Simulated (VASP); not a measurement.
## Au: relaxation of cell and atoms with PBE

Crystal: Au.

```xyz
2
Lattice="1.4113 -2.5559 0.0000 1.4113 2.5559 0.0000 0.0000 0.0000 4.8932" Properties=species:S:1:pos:R:3 pbc="T T T"
Au    1.4113   -0.8451    1.2233
Au    1.4113    0.8451    3.6699
```

```yaml
Program: VASP 6.6.1
Task: relaxation of cell and atoms
Functional: PBE
Potentials_or_basis: VASP PAW PBE potentials, release 64 (Au)
Cutoff: 600 eV
k_mesh: 16 × 16 × 10
Occupations: gaussian, width 0.1 eV
Spin: no spin polarisation
Dipole_correction: no
Further_INCAR_settings: ALGO = Normal; EDIFF = 1e-07; IBRION = 2; EDIFFG = -0.005; NSW = 100; ISIF = 3
```

| Property | Result |
| --- | --- |
| Relaxed volume | 17.99 Å³/atom |
| Relaxed cell | a = 2.941 Å, b = 2.941 Å, c = 4.888 Å, α = 90.00°, β = 90.00°, γ = 121.65° |
| Space group after relaxing (to 0.05 Å) | Cmcm (No. 63) |
| Energy gained by relaxing | 4.1 meV/atom |
| Ionic steps | 17 |
| Pressure after relaxing | 0.0 GPa |
| Band gap on the k mesh | zero (band 11 reaches 12.41 eV, above the bottom of band 12 at 6.08 eV) |

Step by step:
```csv
step,energy change (eV),largest force (eV/Å),pressure (GPa),volume (Å³)
1,0.0000,0.0151,2.99,35.30
2,0.0034,0.0050,-3.52,37.01
3,-0.0075,0.0095,-0.16,36.05
4,-0.0081,0.0088,-0.05,36.01
5,-0.0082,0.0079,0.07,35.97
6,-0.0082,0.0079,0.07,35.97
7,-0.0082,0.0071,-0.09,36.01
8,-0.0082,0.0074,-0.02,36.00
9,-0.0082,0.0069,-0.02,35.99
10,-0.0083,0.0051,0.00,35.99
11,-0.0083,0.0014,0.05,35.97
12,-0.0083,0.0030,0.03,35.98
13,-0.0083,0.0026,-0.01,35.99
14,-0.0083,0.0020,-0.05,36.00
15,-0.0083,0.0017,-0.04,36.00
16,-0.0083,0.0008,-0.03,35.99
17,-0.0083,0.0012,0.02,35.98
```

Final structure:
```yaml
crystal:
  lattice:
    - [1.43356, -2.56781, 0.00000]
    - [1.43356, 2.56781, 0.00000]
    - [0.00000, 0.00000, 4.88759]
  atoms:
    - { symbol: Au, position: [0.66338, 0.33662, 0.25000] }
    - { symbol: Au, position: [0.33662, 0.66338, 0.75000] }
```

Levels at points of the mesh, in eV from the Fermi level:
```csv
k point,band 7,band 8,band 9,band 10,band 11,band 12,band 13,band 14,band 15
"(0.00, 0.00, 0.00)",-3.83,-3.47,-3.29,-2.14,-2.12,-0.86,2.46,14.52,15.71
"(0.50, 0.00, 0.00)",-3.39,-1.94,-1.83,-1.68,0.43,1.60,5.72,7.15,7.16
"(0.50, 0.50, 0.00)",-3.58,-1.91,-1.89,-1.71,0.28,1.21,5.51,6.73,7.08
"(0.00, 0.00, 0.50)",-4.15,-4.15,-2.61,-2.61,-2.49,-2.49,10.33,10.33,14.85
"(0.50, 0.00, 0.50)",-2.35,-2.35,-1.73,-1.73,0.70,0.70,3.83,3.83,13.00
"(0.50, 0.50, 0.50)",-2.26,-2.26,-1.79,-1.79,0.37,0.37,3.47,3.47,12.75
```

It took 38 min on 1 thread of AMD EPYC 7R43 64-Core Processor (Zen 3), with other jobs on the host, peak memory 0.33 GiB.

Caveat: spin-orbit coupling is left out, which moves the levels of the heavy elements.
